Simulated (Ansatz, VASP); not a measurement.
Two plane-wave programs on Ta

File INCAR:

```
SYSTEM = Ta
PREC     = Accurate       ! precision mode
ENCUT    = 520            ! plane-wave cutoff, eV
EDIFF    = 1E-7           ! SCF threshold, eV
ISMEAR   = 1              ! smearing method
SIGMA    = 0.02           ! smearing width, eV
LREAL    = .False.        ! projectors in reciprocal space
LASPH    = .True.         ! aspherical terms in the spheres
NELM     = 100            ! most SCF steps
ALGO     = Fast           ! electronic algorithm
ISIF     = 2              ! what is computed and relaxed
LWAVE    = .False.        ! write WAVECAR
LCHARG   = .False.        ! write CHGCAR
NBANDS   = 12             ! bands
```

File KPOINTS:

```
regular mesh
0
Gamma
  22 22 22
  0 0 0
```

The input POSCAR:

```
Ta
1.0
   -1.4425259498      1.4425259498      2.1637889247
    1.4425259498     -1.4425259498      2.1637889247
    1.4425259498      1.4425259498     -2.1637889247
Ta
1
Direct
    0.0000000000      0.0000000000      0.0000000000
```

Input for Ansatz:

```yaml
crystal:
  lattice:
    - [-1.4425259498, 1.4425259498, 2.1637889247]
    - [1.4425259498, -1.4425259498, 2.1637889247]
    - [1.4425259498, 1.4425259498, -2.1637889247]
  atoms:
    - { symbol: Ta, position: [0.0, 0.0, 0.0] }
basis:
  ecutwfc: 420
kpoints:
  mp_grid: { grid: [22, 22, 22] }
hamiltonian:
  xc: lda
scf:
  occupations: { method: methfessel_paxton, width: 0.02 }
output:
  forces: true
  stress: true
  eigenvalues: true
```

Alike in both runs: task single point; functional LDA; k mesh 22 × 22 × 22; occupations methfessel-paxton of order 1, width 0.02 eV; no spin polarisation.

```csv
,VASP,Ansatz
version,VASP 6.6.1,Ansatz 0.2.0
potentials or method,"VASP PAW LDA potentials, release 64 (Ta_pv), cutoff 520 eV","scalar-relativistic, plane waves, PAW"
valence electrons in the cell,11,13
```

|  | VASP | Ansatz | Ansatz less VASP |
| --- | --- | --- | --- |
| gap on the k mesh at the Fermi level (eV) | none | none | - |
| pressure (GPa) | -2.9 | -3.7 | -0.76 |
| traceless stress, the component that is largest in VASP (GPa) | 5.77 | 5.66 | -0.113 |

LDA's correlation is that of Perdew and Zunger in VASP and of Perdew and Wang (1992) in Ansatz. A gap of «none» marks a metal or a gap that the smearing closes. VASP's potentials hold 11 valence electrons a cell and Ansatz's 13, so a difference there can come from the potentials and not from the codes.

Neither program's run includes spin-orbit coupling.
